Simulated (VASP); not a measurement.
# Mo (Im-3m) in VASP: notebook

Runs on Mo. Level: LDA. Tasks: single point, relaxation of cell and atoms.

Program: VASP 6.6.1. These are calculated values, not measurements. Logs are shortened: lines on timing, memory, paths and dates and some standing lists are left out, and cuts for length are marked.

**1. The cell of the first run**

The structure is cubic, space group Im-3m (No. 229). The conventional cell has a = 3.168 Å, b = 3.168 Å, c = 3.168 Å, α = 90.00°, β = 90.00°, γ = 90.00°. Mo (site symmetry m-3m) has 14 Mo at 2.74 to 3.17 Å within 3.6 Å.

**2. Single point, LDA**

Input file INCAR:

```
PREC = Accurate ; ENCUT = 520
EDIFF = 1E-7 ; ISMEAR = 0
SIGMA = 0.1 ; LREAL = F
LASPH = T ; NELM = 80
ALGO = Normal ; ISIF = 2
LWAVE = F ; LCHARG = F
GGA = CA ; NBANDS = 13
```

Input file KPOINTS:

```
Automatic mesh
0
Gamma
  8 8 8
```

Input file POSCAR:

```
Mo
1.0
   -1.5838089700      1.5838089700      1.5838089700
    1.5838089700     -1.5838089700      1.5838089700
    1.5838089700      1.5838089700     -1.5838089700
Mo
1
Direct
    0.0000000000      0.0000000000      0.0000000000
```

Potentials or basis: VASP PAW LDA potentials, release 64 (Mo_sv).

Command:

```sh
$ cat potpaw_LDA.64/Mo_sv/POTCAR > POTCAR
$ mpirun -np 1 vasp_std > vasp.out
```

OUTCAR:

```text
PREC = Accurate
   ENCUT = 520
   EDIFF = 1E-7
   ISMEAR = 0
   LREAL = F
   LASPH = T
   NELM = 80
   ISIF = 2
   GGA = CA

 ion  position               nearest neighbor table
   1  0.000  0.000  0.000-

  LATTYP: Found a body centered cubic cell.
 ALAT       =     3.1676179400

  Lattice vectors:

 A1 = (  -1.5838089700,   1.5838089700,   1.5838089700)
 A2 = (   1.5838089700,  -1.5838089700,   1.5838089700)
 A3 = (   1.5838089700,   1.5838089700,  -1.5838089700)

Analysis of symmetry for initial positions (statically):
=====================================================================
 Subroutine PRICEL returns:
 Original cell was already a primitive cell.

 Routine SETGRP: Setting up the symmetry group for a
 body centered cubic supercell.

 Subroutine GETGRP returns: Found 48 space group operations
 (whereof 48 operations were pure point group operations)
 out of a pool of 48 trial point group operations.

The static configuration has the point symmetry O_h .

Analysis of symmetry for dynamics (positions and initial velocities):
=====================================================================
 Subroutine PRICEL returns:
 Original cell was already a primitive cell.

 Routine SETGRP: Setting up the symmetry group for a
 body centered cubic supercell.

 Subroutine GETGRP returns: Found 48 space group operations
 (whereof 48 operations were pure point group operations)
 out of a pool of 48 trial point group operations.

The dynamic configuration has the point symmetry O_h .

 Subroutine INISYM returns: Found 48 space group operations
 (whereof 48 operations are pure point group operations),
 and found     1 'primitive' translations

----------------------------------------------------------------------------------------

                                     Primitive cell

  volume of cell :      15.8916

  direct lattice vectors                    reciprocal lattice vectors
    -1.583808970  1.583808970  1.583808970     0.000000000  0.315694638  0.315694638
     1.583808970 -1.583808970  1.583808970     0.315694638  0.000000000  0.315694638
     1.583808970  1.583808970 -1.583808970     0.315694638  0.315694638  0.000000000

  length of vectors
     2.743237606  2.743237606  2.743237606     0.446459639  0.446459639  0.446459639

  position of ions in fractional coordinates (direct lattice)
     0.000000000  0.000000000  0.000000000

  ion indices of the primitive-cell ions
   primitive index   ion index
                 1           1

----------------------------------------------------------------------------------------

 KPOINTS: Automatic mesh

Automatic generation of k-mesh.
 Grid dimensions read from file:
 generate k-points for:    8    8    8

 Generating k-lattice:

  Cartesian coordinates                     Fractional coordinates (reciprocal lattice)
     0.000000000  0.039461830  0.039461830     0.125000000  0.000000000  0.000000000
     0.039461830  0.000000000  0.039461830     0.000000000  0.125000000  0.000000000
     0.039461830  0.039461830  0.000000000     0.000000000  0.000000000  0.125000000

  Length of vectors
     0.055807455  0.055807455  0.055807455

  Shift w.r.t. Gamma in fractional coordinates (k-lattice)
     0.000000000  0.000000000  0.000000000

 Subroutine IBZKPT returns following result:
 ===========================================

 Found     29 irreducible k-points:

 Following reciprocal coordinates:
            Coordinates               Weight
  0.000000  0.000000  0.000000      1.000000
  0.125000  0.000000  0.000000     12.000000
  0.250000  0.000000  0.000000     12.000000
  0.375000  0.000000  0.000000     12.000000
  0.500000  0.000000  0.000000      6.000000
  0.125000  0.125000  0.000000     24.000000
[... 16 lines left out ...]
 -0.250000  0.250000  0.250000      6.000000
 -0.375000  0.375000  0.250000     24.000000
 [... further k-points ...]
   k-points           NKPTS =     29   k-points in BZ     NKDIM =     29   number of bands    NBANDS=     13
   number of dos      NEDOS =    301   number of ions     NIONS =      1
   total plane-waves  NPLWV =   8000
   dimension x,y,z NGX =    20 NGY =   20 NGZ =   20
   dimension x,y,z NGXF=    40 NGYF=   40 NGZF=   40
   ions per type =               1
   NGX,Y,Z   is equivalent  to a cutoff of  12.12, 12.12, 12.12 a.u.
   NGXF,Y,Z  is equivalent  to a cutoff of  24.24, 24.24, 24.24 a.u.
 SYSTEM =  unknown system
   PREC   = accura    normal or accurate (medium, high low for compatibility)
   ISTART =      0    job   : 0-new  1-cont  2-samecut
   ICHARG =      2    charge: 1-file 2-atom 10-const
   ISPIN  =      1    spin polarized calculation?
   LNONCOLLINEAR =      F non collinear calculations
   LSORBIT =      F    spin-orbit coupling
   LASPH  =      T    aspherical Exc in radial PAW
   ENCUT  =  520.0 eV  38.22 Ry    6.18 a.u.   5.10  5.10  5.10*2*pi/ulx,y,z
   NELM   =     80;   NELMIN=  2; NELMDL= -5     # of ELM steps
   EDIFF  = 0.1E-06   stopping-criterion for ELM
   LREAL  =      F    real-space projection
   EDIFFG = 0.1E-05   stopping-criterion for IOM
   NSW    =      0    number of steps for IOM
   IBRION =     -1    ionic relax: 0-MD 1-quasi-New 2-CG
   NFREE  =      0    steps in history (QN), initial steepest desc. (CG)
   ISIF   =      2    stress and relaxation
   ISYM   =      2    0-nonsym 1-usesym 2-fastsym
   POTIM  = 0.5000    time-step for ionic-motion
   TEBEG  =    0.0;   TEEND  =   0.0 temperature during run
   PSTRESS=    0.0 pullay stress
   NELECT =      14.0000    total number of electrons
   NUPDOWN=      -1.0000    fix difference up-down
   EMIN   =  10.00;   EMAX   =-10.00  energy-range for DOS
   EFERMI =   0.00;   METHOD = LEGACY
   ISMEAR =     0;   SIGMA  =   0.10  broadening in eV -4-tet -1-fermi 0-gaus
   EFERMI_NEDOS =   21; number of points for ismear=-14 and -15
   IALGO  =     38    algorithm
   IMIX   =      4    mixing-type and parameters
     AMIX     =   0.40;   BMIX     =  1.00
     AMIX_MAG =   1.60;   BMIX_MAG =  1.00
  volume/ion in A,a.u.               =      15.89       107.24
  Fermi-wavevector in a.u.,A,eV,Ry     =   1.569380  2.965698 33.510508  2.462953
  Thomas-Fermi vector in A             =   2.671271
   LORBIT       =      0    0 simple, 1 ext, 2 COOP (PROOUT), +10 PAW based schemes
   GGA     = CA    functional components
   LHFCALC =     F    Hartree Fock is set to
   AEXX    =    0.0000 exact exchange contribution
   IVDW    =     0    specifies the selected vdW correction
   LEPSILON=     F    determine dielectric tensor
   LRPA    =     F    only Hartree local field effects (RPA)
 non-spin polarized calculation
 Gauss-broadening in eV      SIGMA  =   0.10
  energy-cutoff  :      520.00
  volume of cell :       15.89
 maximum number of plane-waves:       439
   NGX = 11   NGY = 11   NGZ = 11

 number of electron      14.0000005 magnetization

 Free energy of the ion-electron system (eV)
  ---------------------------------------------------
  ext. energy  EPLUGINS =         0.00000000
  ---------------------------------------------------
  free energy    TOTEN  =       -12.07735863 eV

  energy without entropy =      -12.07276910  energy(sigma->0) =      -12.07506387

 E-fermi :  12.0727     XC(G=0): -13.5128

 val. band max:       12.0563067036   @ k =  -0.2500   0.2500   0.1250
 cond. band min:      12.1914106632   @ k =   0.3750   0.0000   0.0000
 fundamental gap:      0.1351039596
 Fermi energy:        12.0727055595

 k-point     1 :       0.0000    0.0000    0.0000
  band No.  band energies     occupation
      1     -48.7407      2.00000
      2     -22.2186      2.00000
      3     -22.2186      2.00000
      4     -22.2186      2.00000
      5       5.0257      2.00000
      6      10.8518      2.00000
      7      10.8518      2.00000
      8      10.8518      2.00000
      9      13.7892      0.00000
     10      13.7892      0.00000
     11      27.0023      0.00000
     12      27.0023      0.00000
     13      27.0023      0.00000

 k-point     2 :       0.1250    0.0000    0.0000
  band No.  band energies     occupation
      1     -48.7042      2.00000
      2     -22.4283      2.00000
      3     -22.2838      2.00000
      4     -22.2201      2.00000
      5       5.6763      2.00000
      6      10.4972      2.00000
      7      10.7655      2.00000
      8      11.4813      2.00000
      9      13.3698      0.00000
     10      13.8080      0.00000
     11      27.4038      0.00000
     12      28.1024      0.00000
     13      28.1182      0.00000

 k-point     3 :       0.2500    0.0000    0.0000
  band No.  band energies     occupation
      1     -48.6151      2.00000
      2     -22.9164      2.00000
      3     -22.4382      2.00000
      4     -22.2239      2.00000
      5       6.9806      2.00000
      6       9.7461      2.00000
      7      10.6567      2.00000
      8      13.2282      0.00000
      9      13.2804      0.00000
     10      13.9469      0.00000
     11      26.9459      0.00000
     12      28.2107      0.00000
     13      31.0775      0.00000
[... 305 lines left out ...]
 k-point    23 :      -0.2500    0.2500    0.2500
  band No.  band energies     occupation
      1     -48.5075      2.00000
      2     -22.9419      2.00000
      3     -22.6767      2.00000
      4     -22.6767      2.00000
      5       8.4873      2.00000
      6       9.5704      2.00000
      7      11.5884      2.00000
      8      11.5884      2.00000
      9      13.0513      0.00000
     10      15.5035      0.00000
     11      27.2793      0.00000
     12      30.3361      0.00000
     13      30.5852      0.00000

 k-point    24 :      -0.3750    0.3750    0.2500
  band No.  band energies     occupation
      1     -48.4302      2.00000
      2     -23.2217      2.00000
      3     -22.8396      2.00000
      4     -22.7165      2.00000
      5       8.3250      2.00000
      6       8.8791      2.00000
      7      11.5836      2.00000
      8      12.3985      0.00000
      9      15.0332      0.00000
     10      17.0642      0.00000
     11      25.7934      0.00000
     12      27.7963      0.00000
     13      28.9175      0.00000

 [... further k-points ...]
[... 5 lines left out ...]
  --------------------------------------------------------------------------------------
  -------------------------------------------------------------------------------------
  Total       -1.2386726     -1.2386726     -1.2386726     -0.0000000     -0.0000000     -0.0000000
  in kB     -124.8816792   -124.8816792   -124.8816792     -0.0000000     -0.0000000     -0.0000000
  external PRESSURE =    -124.8816792 kB  Pullay stress =       0.0000000 kB

 VOLUME and BASIS-vectors are now :
 -----------------------------------------------------------------------------
  energy-cutoff  :      520.00
  volume of cell :       15.89
      direct lattice vectors                 reciprocal lattice vectors
    -1.583808970  1.583808970  1.583808970     0.000000000  0.315694638  0.315694638
     1.583808970 -1.583808970  1.583808970     0.315694638  0.000000000  0.315694638
     1.583808970  1.583808970 -1.583808970     0.315694638  0.315694638  0.000000000

 POSITION                                       TOTAL-FORCE (eV/Angst)
 -----------------------------------------------------------------------------------
      0.00000      0.00000      0.00000        -0.000000      0.000000     -0.000000
 -----------------------------------------------------------------------------------
    total drift:                                0.000000      0.000000      0.000000

  FREE ENERGIE OF THE ION-ELECTRON SYSTEM (eV)
  ---------------------------------------------------
  free  energy   TOTEN  =       -12.0773586326 eV

  energy  without entropy=      -12.0727691003  energy(sigma->0) =      -12.07506387
```

It took 8.3 s on 1 thread of Intel Xeon 8259CL, shared host; peak memory 0.12 GiB.

What came out:

```yaml
Free_energy: -12.0774 eV
Pressure: -12.5 GPa
Band_gap_on_the_k_mesh: zero (band 7 reaches 16.11 eV, above the bottom of band 8 at 10.85 eV)
```

**3. Relaxation of cell and atoms, LDA**

Input file INCAR:

```
PREC = Accurate
ENCUT = 600
EDIFF = 1E-6
ISMEAR = 0
SIGMA = 0.1
LREAL = F
LASPH = T
NELM = 100
ALGO = Normal
ISIF = 3
LWAVE = F
LCHARG = F
IBRION = 2
NSW = 100
EDIFFG = -0.05
```

Input file KPOINTS:

```
regular mesh
0
Gamma
  8 8 8
```

POSCAR is that of step 2.

Potentials or basis: VASP PAW LDA potentials, release 64 (Mo_sv).

Command:

```sh
$ cat potpaw_LDA.64/Mo_sv/POTCAR > POTCAR
$ mpirun -np 1 vasp_std > vasp.out
```

It took 24 s on 1 thread of Intel Xeon 8259CL, shared host; peak memory 0.14 GiB.

The run converged. Its results:

```yaml
Free_energy: -12.1079 eV
Relaxed_volume: 15.15 Å³/atom
Relaxed_cell: a = 2.700 Å, b = 2.700 Å, c = 2.700 Å, α = 109.47°, β = 109.47°, γ = 109.47°
Space_group_after_relaxing_to_0.05_Å: Im-3m (No. 229)
Energy_gained_by_relaxing: 30.6 meV/atom
Ionic_steps: 4
Pressure_after_relaxing: -0.1 GPa
Band_gap_on_the_k_mesh: zero (band 7 reaches 17.18 eV, above the bottom of band 8 at 11.55 eV)
```

The path:
```
step  energy change (eV)  largest force (eV/Å)  pressure (GPa)  volume (Å³)
   1              0.0000                0.0000          -12.53        15.89
   2              0.2432                0.0000           50.45        13.20
   3             -0.0305                0.0000           -0.78        15.18
   4             -0.0306                0.0000           -0.11        15.15
```

Final structure:
```
CELL_PARAMETERS angstrom
-1.55864 1.55864 1.55864
1.55864 -1.55864 1.55864
1.55864 1.55864 -1.55864
ATOMIC_POSITIONS crystal
Mo 0.00000 0.00000 0.00000
```

Levels at points of the mesh, in eV from the Fermi level:
| k point | band 3 | band 4 | band 5 | band 6 | band 7 | band 8 | band 9 | band 10 | band 11 |
| --- | --- | --- | --- | --- | --- | --- | --- | --- | --- |
| (0.00, 0.00, 0.00) | -34.20 | -34.20 | -7.22 | -1.33 | -1.33 | -1.33 | 1.79 | 1.79 | 14.98 |
| (0.50, 0.00, 0.00) | -34.69 | -34.21 | -5.42 | -3.46 | 1.85 | 1.91 | 2.50 | 5.12 | 12.14 |
| (0.50, 0.50, 0.50) | -35.27 | -35.27 | -5.60 | -5.60 | 4.30 | 4.30 | 4.30 | 9.41 | 9.41 |

**4. Single point, LDA**

This run uses another cell than the first one, of 15.05 Å³/atom, 0.947 times its volume.

Input file INCAR:

```
SYSTEM = Mo
PREC = Accurate
ENCUT = 520
EDIFF = 1E-6
ISMEAR = 0
SIGMA = 0.1
LREAL = .False.
LASPH = .True.
NELM = 80
ALGO = Normal
ISIF = 2
LWAVE = .False.
LCHARG = .False.
NBANDS = 13
```

Input file KPOINTS:

```
regular mesh
0
Gamma
  16 16 16
  0 0 0
```

Input file POSCAR:

```
Mo
1.0
   -1.5554689540      1.5554689540      1.5554689540
    1.5554689540     -1.5554689540      1.5554689540
    1.5554689540      1.5554689540     -1.5554689540
Mo
1
Direct
    0.0000000000      0.0000000000      0.0000000000
```

Command:

```sh
$ cat potpaw_LDA.64/Mo_sv/POTCAR > POTCAR
$ mpirun -np 1 vasp_std > vasp.out
```

It took 32 s on 1 thread of Intel Xeon 8259CL, shared host; peak memory 0.13 GiB.

The run converged. Its results:

```yaml
Free_energy: -12.1369 eV
Pressure: 1.2 GPa
Band_gap_on_the_k_mesh: zero (band 7 reaches 17.32 eV, above the bottom of band 8 at 11.64 eV)
```

Levels at points of the mesh, in eV from the Fermi level:
```csv
k point,band 3,band 4,band 5,band 6,band 7,band 8,band 9,band 10,band 11,band 12
"(0.00, 0.00, 0.00)",-34.30,-34.30,-7.37,-1.46,-1.46,-1.46,1.68,1.68,14.86,14.86
"(0.50, 0.00, 0.00)",-34.81,-34.32,-5.59,-3.61,1.74,1.81,2.39,5.04,12.02,12.21
"(0.50, 0.50, 0.50)",-35.40,-35.40,-5.78,-5.78,4.22,4.22,4.22,9.33,9.33,9.33
```

(Part 1 of 2 ends here.)
